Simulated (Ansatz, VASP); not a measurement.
## Two plane-wave programs on WC

```
W C
1.0
     0.00000    2.19268    2.19268
     2.19268    0.00000    2.19268
     2.19268    2.19268    0.00000
W C
1 1
Direct
  0.99919 0.00035 0.00015
  0.51239 0.49465 0.49777
```

Alike in both runs: task single point; functional r2SCAN; k mesh 4 × 4 × 4; occupations fermi-dirac, width 0.1 eV; no spin polarisation.

```csv
,VASP,Ansatz
version,VASP 6.6.1,Ansatz 0.2.0
potentials or method,"VASP PAW PBE potentials, release 64 (W_sv, C), cutoff 660 eV","plane waves, PAW"
valence electrons in the cell,18,18
```

```csv
,VASP,Ansatz,Ansatz less VASP
rms of the force components (eV/Å),0.223,0.222,-0.0010
```

VASP's potentials were made for PBE, not for r2SCAN. Atom by atom the forces differ by 0.001 eV/Å (rms over components). With one functional, cell and mesh, what is left measures potentials, basis and numerics.

The k mesh is coarse, so the values compare programs but aren't converged. Neither program's run includes spin-orbit coupling.
